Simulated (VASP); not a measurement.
# Si48C47 (a cell with a defect) in VASP: notebook, part 2 of 2

VASP 6.6.1.

**3. Single point, PBEsol, collinear spin**

The input, INCAR:

```
SYSTEM = Si48C47
PREC = Accurate
ENCUT = 520
EDIFF = 1E-7
ISMEAR = -1
SIGMA = 0.05
LREAL = Auto
LASPH = .TRUE.
NELM = 150
ALGO = Normal
ISIF = 2
LWAVE = .FALSE.
LCHARG = .TRUE.
ISPIN = 2
MAGMOM = 0 0 0 0 0 0.5 0.5 0 0 0.5 0 0 0 0 0 0 0 0.5 0 0 0 0 0 0 0 0 0 0 0 0 0 0 0 0 0 0 0 0 0 0 0 0 0 0 0 0 0 0 0 0 0 0 0 0 0 0 0 0 0 0 0 0 0 0 0 0 0 0 0 0 0 0 0 0 0 0 0 0 0 0 0 0 0 0 0 0 0 0 0 0 0 0 0 0 0
LORBIT = 11
GGA = PS
LELF = .TRUE.
LVHAR = .TRUE.
ISYM = 0
NBANDS = 247
LUSENCCL = .FALSE.
```

The input, KPOINTS:

```
Automatic mesh
0
Gamma
  1 1 1
  0.25 0.25 0.25
```

The input, POSCAR:

```
Si48C47
1.0
    9.2342040000      0.0000000000      0.0000000000
    0.0000000000     10.6627400000      0.0000000000
    0.0000000000      0.0000000000     10.0759470000
Si C
48 47
Direct
    0.9997650000      0.9994040000      0.4997280000
    0.3322880000      0.9989220000      0.4996650000
    0.1635370000      0.2493900000      0.4995360000
    0.0005370000      0.5006470000      0.4997730000
    0.6631780000      0.0033480000      0.4996030000
    0.4869610000      0.2572880000      0.5013170000
    0.3436940000      0.4873610000      0.5012580000
    0.1695490000      0.7456950000      0.4995370000
    0.8300820000      0.2511270000      0.4998800000
    0.6666050000      0.5043090000      0.5025980000
    0.5011040000      0.7492080000      0.4996770000
    0.8345010000      0.7518370000      0.4999010000
    0.9986560000      0.1665720000      0.2498260000
    0.3315540000      0.1660580000      0.2492640000
    0.1662850000      0.4162780000      0.2498090000
    0.0002220000      0.6665430000      0.2495750000
    0.6646430000      0.1678920000      0.2496760000
    0.4991510000      0.4160520000      0.2457600000
    0.3344260000      0.6652580000      0.2497410000
    0.1664280000      0.9158340000      0.2496150000
    0.8327820000      0.4168200000      0.2497650000
    0.6671240000      0.6671300000      0.2496090000
    0.4993180000      0.9166670000      0.2496600000
    0.8327620000      0.9173090000      0.2498210000
    0.1661400000      0.0832970000      0.7497690000
    0.9992740000      0.3333120000      0.7497400000
    0.4994380000      0.0833130000      0.7492930000
    0.3321390000      0.3329050000      0.7512730000
    0.1675680000      0.5827530000      0.7488340000
    0.0008380000      0.8332180000      0.7495770000
    0.8329710000      0.0835080000      0.7496190000
    0.6660570000      0.3336810000      0.7501700000
    0.5005840000      0.5834040000      0.7505710000
    0.3337600000      0.8331500000      0.7496440000
    0.8348610000      0.5840890000      0.7503180000
    0.6668810000      0.8338270000      0.7495880000
    0.9998220000      0.9998960000      0.9996600000
    0.3328730000      0.9997540000      0.9993610000
    0.1655040000      0.2497900000      0.9998220000
    0.0000310000      0.5000120000      0.9997530000
    0.6662050000      0.0002690000      0.9997880000
    0.4989620000      0.2498000000      0.9987560000
    0.3330760000      0.4997240000      0.9987420000
    0.1670930000      0.7495280000      0.9995470000
    0.8325690000      0.2500090000      0.9997020000
    0.6666300000      0.5002170000      0.9993440000
    0.5001430000      0.7501360000      0.9997030000
    0.8337640000      0.7503630000      0.9997970000
    0.9997920000      0.9998700000      0.1872220000
    0.3326640000      0.9995650000      0.1867080000
    0.1653480000      0.2497570000      0.1869520000
    0.9997800000      0.4997900000      0.1873040000
    0.6660050000      0.0005810000      0.1876090000
    0.4983800000      0.2486530000      0.1856180000
    0.3318390000      0.4999650000      0.1856570000
    0.1674400000      0.7492650000      0.1872770000
    0.8321840000      0.2501190000      0.1871210000
    0.6672400000      0.5005850000      0.1868840000
    0.5002230000      0.7499480000      0.1870390000
    0.8337560000      0.7504980000      0.1872590000
    0.9997460000      0.9998560000      0.6871060000
    0.3327340000      0.9999350000      0.6869290000
    0.1656500000      0.2498410000      0.6870950000
    0.0005850000      0.4998860000      0.6868070000
    0.6660070000      0.0007200000      0.6866840000
    0.4985660000      0.2507300000      0.6885180000
    0.3350980000      0.4986840000      0.6883750000
    0.1676380000      0.7492420000      0.6866920000
    0.8321890000      0.2502390000      0.6871770000
    0.6680940000      0.5008890000      0.6899350000
    0.5004510000      0.7498860000      0.6871090000
    0.8338210000      0.7505680000      0.6871290000
    0.9968460000      0.1662580000      0.4379720000
    0.3285400000      0.1648780000      0.4368060000
    0.1681630000      0.4157190000      0.4374220000
    0.0007020000      0.6668000000      0.4375540000
    0.6591390000      0.1741240000      0.4377000000
    0.3391440000      0.6587580000      0.4376110000
    0.1669140000      0.9136070000      0.4377790000
    0.8320560000      0.4170890000      0.4376130000
    0.6688240000      0.6693560000      0.4372590000
    0.4988740000      0.9165400000      0.4377090000
    0.8315300000      0.9194970000      0.4378130000
    0.1662570000      0.0832590000      0.9376140000
    0.9991320000      0.3333680000      0.9376520000
    0.4994380000      0.0828900000      0.9371960000
    0.3320540000      0.3329000000      0.9383550000
    0.1665300000      0.5831090000      0.9368470000
    0.0005890000      0.8332950000      0.9376260000
    0.8330150000      0.0833070000      0.9376950000
    0.6659110000      0.3333870000      0.9379620000
    0.4999490000      0.5835100000      0.9381690000
    0.3334400000      0.8331250000      0.9374810000
    0.8340580000      0.5839080000      0.9381830000
    0.6668970000      0.8335950000      0.9377460000
```

Potentials or basis: VASP PAW PBE potentials, release 64 (Si, C).

On the command line:

```sh
$ cat potpaw_PBE.64/Si/POTCAR potpaw_PBE.64/C/POTCAR > POTCAR
$ mpirun -np 1 vasp_std > vasp.out
```

It took 5 min on 1 × NVIDIA H100 80GB with 1 thread of AMD EPYC 7R13 (Zen 3), shared host; peak memory 2.6 GiB.

Results (log left out):

- Free energy: -749.8313 eV
- Pressure: 0.0 GPa
- Largest force: 0.088 eV/Å
- Band gap on the k mesh: 0.38 eV
- Net moment: 1.96 μB per cell
- Site moments: Si +0.00, +0.01, +0.07, +0.03, +0.17, -0.00 (each value once); C +0.00, +0.02, +0.03, -0.00, +0.01 (each value once) μB
- Valence electrons inside the program's atomic spheres: Si 1.68, 1.69, 1.67, 1.66, 1.61, 1.58, 1.65 (each value once); C 2.53, 2.54, 2.52, 2.49 (each value once)

Forces on the atoms (eV/Å):
```
Si   0.001 -0.001  0.003
Si  -0.002 -0.004  0.013
Si   0.001  0.005 -0.009
Si  -0.007 -0.017 -0.003
Si   0.004 -0.008  0.007
Si  -0.032  0.017  0.016
Si  -0.008 -0.040  0.010
Si  -0.005  0.003  0.016
Si   0.010 -0.006  0.010
Si   0.068 -0.010 -0.019
Si   0.001  0.012  0.007
Si   0.014 -0.013  0.002
Si   0.007 -0.005  0.001
Si   0.009  0.004 -0.006
Si   0.025 -0.002  0.000
Si   0.014 -0.008  0.001
Si   0.013 -0.006 -0.002
Si   0.025  0.020  0.004
Si   0.006 -0.005 -0.006
Si   0.008  0.006  0.000
Si   0.012 -0.003  0.006
Si   0.008 -0.004  0.001
Si   0.012 -0.003 -0.004
Si   0.013 -0.002 -0.003
Si  -0.003 -0.006 -0.003
Si  -0.014  0.001 -0.002
Si  -0.009 -0.002  0.000
Si  -0.007 -0.010 -0.003
Si  -0.008  0.012  0.004
Si  -0.010 -0.004 -0.003
Si  -0.007 -0.001 -0.001
Si  -0.006  0.008  0.002
Si   0.016  0.005  0.008
Si  -0.004 -0.004 -0.006
Si  -0.005 -0.009 -0.009
Si  -0.007 -0.013 -0.003
Si   0.004 -0.003 -0.001
Si  -0.001 -0.002  0.000
Si   0.006 -0.002  0.002
Si   0.008 -0.002  0.002
Si   0.006 -0.004  0.001
Si   0.002  0.005 -0.002
Si   0.014 -0.005  0.007
Si   0.001 -0.003 -0.002
Si   0.001  0.001  0.000
Si   0.006  0.001 -0.001
Si   0.007 -0.002 -0.002
Si   0.003 -0.001  0.000
C   -0.007 -0.001 -0.005
C   -0.008 -0.003  0.002
C   -0.010  0.002  0.011
C   -0.003 -0.002 -0.007
C   -0.014  0.006  0.002
C   -0.029 -0.010  0.020
C   -0.018 -0.008  0.028
C   -0.016 -0.004  0.001
C   -0.006 -0.003  0.008
C   -0.015  0.007 -0.021
C   -0.005  0.003 -0.001
C   -0.013  0.005 -0.001
C    0.016 -0.001 -0.014
C    0.017 -0.001  0.002
C    0.014  0.005  0.000
C   -0.005 -0.002 -0.002
C    0.006  0.006  0.003
C    0.018  0.011 -0.002
C    0.004  0.005  0.000
C    0.011 -0.009 -0.010
C    0.018  0.001 -0.002
C   -0.014 -0.009 -0.023
C    0.011 -0.004 -0.012
C    0.018  0.006 -0.001
C   -0.015  0.014 -0.007
C   -0.005  0.020 -0.011
C   -0.058 -0.059 -0.030
C   -0.021  0.012  0.003
C    0.002  0.009  0.000
C    0.006  0.013 -0.007
C   -0.005  0.029 -0.011
C   -0.004  0.060  0.018
C   -0.019 -0.012 -0.014
C   -0.004  0.001 -0.004
C   -0.024 -0.021 -0.005
C    0.003  0.008  0.010
C   -0.001  0.001  0.007
C    0.003  0.001 -0.006
C   -0.004  0.006  0.007
C   -0.002  0.009  0.019
C    0.003 -0.003  0.008
C   -0.007  0.005  0.005
C   -0.005  0.005  0.007
C   -0.001 -0.007  0.008
C   -0.003  0.005  0.009
C    0.000  0.005 -0.008
C    0.001  0.004 -0.002
```

Stress tensor (GPa, compression positive):
```
-0.42  1.07  0.17
 1.07 -0.60  0.05
 0.17  0.05  0.99
```

Levels at points of the mesh, in eV from the valence-band top:
Spin up:
```tsv
k point	band 189	band 190	band 191	band 192	band 193	band 194
(0.25, 0.25, 0.25)	-1.69	-0.15	-0.02	0.66	1.14	1.29
```
Spin down:
```tsv
k point	band 187	band 188	band 189	band 190	band 191	band 192
(0.25, 0.25, 0.25)	-2.02	-1.85	-1.68	0.39	0.55	0.85
```

Caveat: the PAW data sets were made with another functional, which shifts forces and pressure a little.
